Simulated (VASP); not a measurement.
# AlGa7As8 (P1) in VASP: single point with PBEsol

Aim: the single point of AlGa7As8 with PBEsol.

All numbers are computed with VASP 6.6.1; they aren't measurements. Logs are shortened: lines on timing, memory, paths and dates and some standing lists are left out, and cuts for length are marked.

## 1. The cell of the first run

The typed cell holds 64 atoms: a = 11.323 Å, b = 11.323 Å, c = 11.323 Å, α = 90.00°, β = 90.00°, γ = 90.00°.

## 2. Single point, PBEsol

Input file INCAR:

```
PREC = Accurate ; ENCUT = 500
EDIFF = 1E-6 ; ISMEAR = -1
SIGMA = 0.05 ; LREAL = Auto
LASPH = True ; NELM = 120
ALGO = Normal ; ISIF = 2
LWAVE = False ; LCHARG = False
GGA = PS ; ISYM = -1
NBANDS = 306 ; GGA_COMPAT = False
```

Input file KPOINTS:

```
explicit points
1
Reciprocal
  0.25000000   0.25000000   0.25000000 1
```

Input file POSCAR:

```
AlGa7As8
1.0
   11.3229926833      0.0000000000      0.0000000000
    0.0000000000     11.3229926833      0.0000000000
    0.0000000000      0.0000000000     11.3229926833
Al Ga As
4 28 32
Direct
    0.9993680000      0.0002010000      0.9993060000
    0.9994290000      0.4997000000      0.4998300000
    0.2500200000      0.7494390000      0.9997220000
    0.2496550000      0.9999270000      0.2496370000
    0.9999330000      0.0002360000      0.5003140000
    0.9997120000      0.5000490000      0.0004160000
    0.5001840000      0.0003130000      0.9999580000
    0.4997180000      0.0005260000      0.5001290000
    0.4998760000      0.4998530000      0.0001770000
    0.5000240000      0.5000310000      0.5000530000
    0.2498270000      0.2501740000      0.0002720000
    0.2500810000      0.2497890000      0.5000660000
    0.2496800000      0.7501120000      0.5006190000
    0.7495660000      0.2502870000      0.0005430000
    0.7497190000      0.2500060000      0.5004380000
    0.7499330000      0.7500910000      0.0005710000
    0.7497830000      0.7505700000      0.5003770000
    0.2502860000      0.0004850000      0.7498420000
    0.2502680000      0.5002710000      0.2504620000
    0.2502960000      0.5000920000      0.7499360000
    0.7498630000      0.0002030000      0.2505400000
    0.7496610000      0.0003120000      0.7499640000
    0.7496270000      0.5006400000      0.2501910000
    0.7500210000      0.5005670000      0.7505590000
    0.0001850000      0.2505400000      0.2501740000
    0.9998340000      0.2504470000      0.7504520000
    0.9996190000      0.7501750000      0.2504910000
    0.0003440000      0.7503710000      0.7501110000
    0.4998900000      0.2504150000      0.2501610000
    0.5001560000      0.2504500000      0.7504090000
    0.5002520000      0.7502420000      0.2502050000
    0.5002600000      0.7503450000      0.7498000000
    0.1242860000      0.1252420000      0.1247440000
    0.1247840000      0.1253110000      0.6251730000
    0.1246770000      0.6248940000      0.1256220000
    0.1246090000      0.6246710000      0.6250510000
    0.6247950000      0.1250520000      0.1252860000
    0.6246050000      0.1250020000      0.6250580000
    0.6245600000      0.6249770000      0.1249510000
    0.6249720000      0.6250160000      0.6250460000
    0.3747050000      0.3751280000      0.1249570000
    0.3749080000      0.3748390000      0.6248620000
    0.3752460000      0.8748630000      0.1247690000
    0.3748870000      0.8752230000      0.6249090000
    0.8746050000      0.3752700000      0.1253470000
    0.8746180000      0.3751440000      0.6255880000
    0.8748640000      0.8753320000      0.1253950000
    0.8748870000      0.8753280000      0.6252830000
    0.3747050000      0.1249220000      0.3747540000
    0.3750230000      0.1253340000      0.8751680000
    0.3750200000      0.6254230000      0.3754410000
    0.3756020000      0.6247430000      0.8746290000
    0.8749210000      0.1253540000      0.3752420000
    0.8742260000      0.1256820000      0.8749060000
    0.8745390000      0.6255250000      0.3752580000
    0.8751430000      0.6254940000      0.8752950000
    0.1253590000      0.3750440000      0.3752200000
    0.1250670000      0.3752960000      0.8752420000
    0.1247490000      0.8750130000      0.3755080000
    0.1255190000      0.8754810000      0.8749290000
    0.6250070000      0.3750720000      0.3750930000
    0.6250420000      0.3754880000      0.8753560000
    0.6246830000      0.8753480000      0.3754010000
    0.6250580000      0.8750930000      0.8751130000
```

Potentials or basis: VASP PAW PBE potentials, release 64 (Al, Ga_d, As).

The run is started by

```console
cat potpaw_PBE.64/Al/POTCAR potpaw_PBE.64/Ga_d/POTCAR potpaw_PBE.64/As/POTCAR > POTCAR
mpirun -np 1 vasp_std > vasp.out
```

OUTCAR:

```text
PREC = Accurate
   ENCUT = 500
   EDIFF = 1E-6
   ISMEAR = -1
   LREAL = Auto
   LASPH = True
   NELM = 120
   ISIF = 2
   GGA = PS
   ISYM = -1

 ion  position               nearest neighbor table
   1  0.999  0.000  0.999-  54 2.45  60 2.45  33 2.45  47 2.45
   2  0.999  0.500  0.500-  46 2.45  57 2.45  55 2.45  36 2.45
   3  0.250  0.749  1.000-  60 2.45  52 2.45  43 2.46  35 2.46
   4  0.250  1.000  0.250-  49 2.45  43 2.45  33 2.46  59 2.46
   5  1.000  0.000  0.500-  34 2.45  59 2.45  48 2.45  53 2.45
   6  1.000  0.500  0.000-  45 2.45  35 2.45  56 2.45  58 2.45
[... 56 lines left out ...]
  63  0.625  0.875  0.375-  31 2.45  17 2.45   8 2.45  21 2.45
  64  0.625  0.875  0.875-  32 2.45   7 2.45  22 2.45  16 2.45

IMPORTANT INFORMATION: All symmetrisations will be switched off!
NOSYMM: (Re-)initialisation of all symmetry stuff for point group C_1.

----------------------------------------------------------------------------------------

                                     Primitive cell

  volume of cell :    1451.7227

  direct lattice vectors                    reciprocal lattice vectors
    11.322992683  0.000000000  0.000000000     0.088315874  0.000000000  0.000000000
     0.000000000 11.322992683  0.000000000     0.000000000  0.088315874  0.000000000
     0.000000000  0.000000000 11.322992683     0.000000000  0.000000000  0.088315874

  length of vectors
    11.322992683 11.322992683 11.322992683     0.088315874  0.088315874  0.088315874

  position of ions in fractional coordinates (direct lattice)
     0.999368000  0.000201000  0.999306000
     0.999429000  0.499700000  0.499830000
     0.250020000  0.749439000  0.999722000
     0.249655000  0.999927000  0.249637000
     0.999933000  0.000236000  0.500314000
     0.999712000  0.500049000  0.000416000
[... 56 lines left out ...]
     0.624683000  0.875348000  0.375401000
     0.625058000  0.875093000  0.875113000

  ion indices of the primitive-cell ions
   primitive index   ion index
                 1           1
                 2           2
                 3           3
                 4           4
                 5           5
                 6           6
[... 56 lines left out ...]
                63          63
                64          64

----------------------------------------------------------------------------------------

 KPOINTS: explicit points

Read explicit list of k-points.

 Found      1 k-points:

 Following reciprocal coordinates:
            Coordinates               Weight
  0.250000  0.250000  0.250000      1.000000
   k-points           NKPTS =      1   k-points in BZ     NKDIM =      1   number of bands    NBANDS=    306
   number of dos      NEDOS =    301   number of ions     NIONS =     64
   total plane-waves  NPLWV = 592704
   dimension x,y,z NGX =    84 NGY =   84 NGZ =   84
   dimension x,y,z NGXF=   168 NGYF=  168 NGZF=  168
   ions per type =               4  28  32
   NGX,Y,Z   is equivalent  to a cutoff of  12.33, 12.33, 12.33 a.u.
   NGXF,Y,Z  is equivalent  to a cutoff of  24.67, 24.67, 24.67 a.u.
 SYSTEM =  unknown system
   PREC   = accura    normal or accurate (medium, high low for compatibility)
   ISTART =      0    job   : 0-new  1-cont  2-samecut
   ICHARG =      2    charge: 1-file 2-atom 10-const
   ISPIN  =      1    spin polarized calculation?
   LNONCOLLINEAR =      F non collinear calculations
   LSORBIT =      F    spin-orbit coupling
   LASPH  =      T    aspherical Exc in radial PAW
   ENCUT  =  500.0 eV  36.75 Ry    6.06 a.u.  20.64 20.64 20.64*2*pi/ulx,y,z
   NELM   =    120;   NELMIN=  2; NELMDL= -5     # of ELM steps
   EDIFF  = 0.1E-05   stopping-criterion for ELM
   LREAL  =      T    real-space projection
   EDIFFG = 0.1E-04   stopping-criterion for IOM
   NSW    =      0    number of steps for IOM
   IBRION =     -1    ionic relax: 0-MD 1-quasi-New 2-CG
   NFREE  =      0    steps in history (QN), initial steepest desc. (CG)
   ISIF   =      2    stress and relaxation
   ISYM   =     -1    0-nonsym 1-usesym 2-fastsym
   POTIM  = 0.5000    time-step for ionic-motion
   TEBEG  =    0.0;   TEEND  =   0.0 temperature during run
   PSTRESS=    0.0 pullay stress
   NELECT =     536.0000    total number of electrons
   NUPDOWN=      -1.0000    fix difference up-down
   EMIN   =  10.00;   EMAX   =-10.00  energy-range for DOS
   EFERMI =   0.00;   METHOD = LEGACY
   ISMEAR =    -1;   SIGMA  =   0.05  broadening in eV -4-tet -1-fermi 0-gaus
   EFERMI_NEDOS =   21; number of points for ismear=-14 and -15
   IALGO  =     38    algorithm
   IMIX   =      4    mixing-type and parameters
     AMIX     =   0.40;   BMIX     =  1.00
     AMIX_MAG =   1.60;   BMIX_MAG =  1.00
  volume/ion in A,a.u.               =      22.68       153.07
  Fermi-wavevector in a.u.,A,eV,Ry     =   1.174452  2.219392 18.767020  1.379337
  Thomas-Fermi vector in A             =   2.310849
   LORBIT       =      0    0 simple, 1 ext, 2 COOP (PROOUT), +10 PAW based schemes
   GGA     = PS    functional components
   LHFCALC =     F    Hartree Fock is set to
   AEXX    =    0.0000 exact exchange contribution
   IVDW    =     0    specifies the selected vdW correction
   LEPSILON=     F    determine dielectric tensor
   LRPA    =     F    only Hartree local field effects (RPA)
 non-spin polarized calculation
  energy-cutoff  :      500.00
  volume of cell :     1451.72
 maximum number of plane-waves:     36903
 NGX is ok and might be reduce to    84
   NGX = 41   NGY = 41   NGZ = 41

 number of electron     536.0000513 magnetization

 Free energy of the ion-electron system (eV)
  ---------------------------------------------------
  ext. energy  EPLUGINS =         0.00000000
  ---------------------------------------------------
  free energy    TOTEN  =      -294.67128637 eV

  energy without entropy =     -294.67128165  energy(sigma->0) =     -294.67128401

 E-fermi :   4.2498     XC(G=0):  -9.6839

 val. band max:        3.5485397045   @ k =   0.2500   0.2500   0.2500
 cond. band min:       4.9169066732   @ k =   0.2500   0.2500   0.2500
 fundamental gap:      1.3683669686
 Fermi energy:         4.2498140655

 k-point     1 :       0.2500    0.2500    0.2500
  band No.  band energies     occupation
      1     -11.0482      2.00000
      2     -11.0463      2.00000
      3     -11.0458      2.00000
      4     -11.0436      2.00000
      5     -11.0418      2.00000
      6     -11.0400      2.00000
[... 272 lines left out ...]
    279       5.9141      0.00000
    280       6.0661      0.00000
 [bands above 280 left out]

------------------------ aborting loop because EDIFF is reached ----------------------------------------

  FORCE on cell =-STRESS in cart. coord.  units (eV):
  Direction    XX          YY          ZZ          XY          YZ          ZX
  --------------------------------------------------------------------------------------
  -------------------------------------------------------------------------------------
  Total        1.6641537      1.6616939      1.6579150     -6.9933404     -7.0479306     -6.9952939
  in kB        1.8366243      1.8339097      1.8297391     -7.7181208     -7.7783686     -7.7202768
  external PRESSURE =       1.8334244 kB  Pullay stress =       0.0000000 kB

 VOLUME and BASIS-vectors are now :
 -----------------------------------------------------------------------------
  energy-cutoff  :      500.00
  volume of cell :     1451.72
      direct lattice vectors                 reciprocal lattice vectors
    11.322992683  0.000000000  0.000000000     0.088315874  0.000000000  0.000000000
     0.000000000 11.322992683  0.000000000     0.000000000  0.088315874  0.000000000
     0.000000000  0.000000000 11.322992683     0.000000000  0.000000000  0.088315874

 POSITION                                       TOTAL-FORCE (eV/Angst)
 -----------------------------------------------------------------------------------
     11.31584      0.00228     11.31513        -0.002609      0.004889     -0.008564
     11.31653      5.65810      5.65957         0.005022      0.005113     -0.001902
      2.83097      8.48589     11.31984         0.013495     -0.003841     -0.006340
      2.82684     11.32217      2.82664         0.002904     -0.000553     -0.003937
     11.32223      0.00267      5.66505        -0.009806     -0.000552     -0.000311
     11.31973      5.66205      0.00471         0.004486     -0.007822      0.001539
[... 56 lines left out ...]
      7.07328      9.91156      4.25066         0.000244     -0.000871      0.003290
      7.07753      9.90867      9.90890         0.007557      0.004692      0.002169
 -----------------------------------------------------------------------------------
    total drift:                               -0.085173      0.083358      0.060222

  FREE ENERGIE OF THE ION-ELECTRON SYSTEM (eV)
  ---------------------------------------------------
  free  energy   TOTEN  =      -294.6712863734 eV

  energy  without entropy=     -294.6712816536  energy(sigma->0) =     -294.67128401
```

It took 16 min on 1 thread of Intel Xeon Platinum 8488C (Sapphire Rapids), shared host; peak memory 1.2 GiB.

What came out:

- Free energy: -294.6713 eV
- Pressure: 0.2 GPa
- Largest force: 0.022 eV/Å
- Band gap on the k mesh: 1.37 eV

Forces in eV/Å, atoms in the order of the input:
```
Al  -0.003  0.005 -0.009
Al   0.005  0.005 -0.002
Al   0.013 -0.004 -0.006
Al   0.003 -0.001 -0.004
Ga  -0.010 -0.001  0.000
Ga   0.004 -0.008  0.002
Ga   0.005 -0.005  0.008
Ga   0.003 -0.001  0.000
Ga  -0.002  0.011 -0.007
Ga  -0.005 -0.001  0.009
Ga   0.002  0.005 -0.007
Ga   0.019  0.009  0.005
Ga   0.006 -0.003  0.000
Ga   0.010  0.007 -0.009
Ga   0.005 -0.001  0.007
Ga  -0.006  0.000 -0.003
Ga   0.002 -0.004 -0.003
Ga   0.001  0.004 -0.002
Ga  -0.002 -0.006 -0.005
Ga   0.010 -0.008  0.001
Ga   0.000  0.003 -0.002
Ga   0.004  0.007  0.000
Ga   0.006 -0.007 -0.007
Ga   0.002 -0.005 -0.005
Ga  -0.007 -0.006  0.001
Ga   0.004 -0.008 -0.005
Ga  -0.003 -0.008  0.001
Ga   0.000  0.008 -0.010
Ga   0.004 -0.005  0.010
Ga   0.000 -0.001 -0.015
Ga  -0.002  0.004  0.010
Ga  -0.006 -0.007  0.008
As  -0.001  0.000 -0.002
As  -0.009  0.005  0.008
As  -0.002  0.004  0.009
As  -0.004 -0.005  0.002
As  -0.008  0.001  0.004
As  -0.019 -0.004  0.001
As  -0.003 -0.007  0.001
As   0.007  0.007 -0.010
As  -0.001  0.008  0.008
As  -0.012 -0.005 -0.003
As   0.007 -0.006 -0.012
As   0.005  0.008 -0.005
As  -0.007  0.004  0.003
As  -0.010 -0.004  0.009
As  -0.009 -0.008  0.017
As   0.000 -0.004  0.007
As  -0.013 -0.007 -0.007
As  -0.004  0.007  0.003
As   0.000  0.001 -0.008
As  -0.004 -0.005  0.001
As   0.009  0.005  0.000
As  -0.001 -0.001 -0.002
As  -0.014  0.010 -0.005
As   0.006  0.004  0.010
As   0.018 -0.009 -0.003
As   0.001  0.017  0.000
As   0.002  0.003  0.012
As  -0.005  0.004 -0.007
As  -0.003  0.004 -0.009
As   0.001 -0.013  0.010
As   0.000 -0.001  0.003
As   0.008  0.005  0.002
```

Levels at points of the mesh, in eV from the valence-band top:
```
           k point  band 265  band 266  band 267  band 268  band 269  band 270  band 271  band 272
(0.25, 0.25, 0.25)     -0.47     -0.45      0.00      0.00      1.37      1.81      1.83      1.85
```

Caveat: the PAW data sets were made with another functional, which shifts forces and pressure a little; a shifted mesh leaves out Γ, where band edges can lie.
